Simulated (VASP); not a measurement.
Here is a VASP 6.6.1 calculation.

INCAR

```
SYSTEM = Ti3As4
PREC = Accurate
ENCUT = 520
EDIFF = 1E-6
ISMEAR = 0
SIGMA = 0.1
LREAL = .False.
LASPH = .True.
NELM = 100
ALGO = Normal
ISIF = 2
LWAVE = .False.
LCHARG = .False.
GGA = PE
NBANDS = 37
```

The input KPOINTS:

```
Automatic mesh
0
Gamma
  4 4 4
  0 0 0
```

The input POSCAR:

```
Ti3As4
1.0
    5.2790062400      0.0000000000      0.0000000000
    0.0000000000      5.2790062400      0.0000000000
    0.0000000000      0.0000000000      5.2790062400
Ti As
3 4
Direct
    0.0000000000      0.0000000000      0.5000000000
    0.5000000000      0.0000000000      0.0000000000
    0.0000000000      0.5000000000      0.0000000000
    0.7206873300      0.7206873300      0.7206873300
    0.2793126700      0.2793126700      0.7206873300
    0.2793126700      0.7206873300      0.2793126700
    0.7206873300      0.2793126700      0.2793126700
```

Potentials or basis: VASP PAW PBE potentials, release 64 (Ti_sv, As).

The run is started by

```bash
$ cat potpaw_PBE.64/Ti_sv/POTCAR potpaw_PBE.64/As/POTCAR > POTCAR
$ mpirun -np 1 vasp_std > vasp.out
```

(1) What does it give for the band gap on the k mesh?

(2) What does it give for the pressure?

Answers

(1) 0.58 eV (least direct gap 0.65 eV).

(2) 11.8 GPa.

Caveat: the cell stands under pressure.
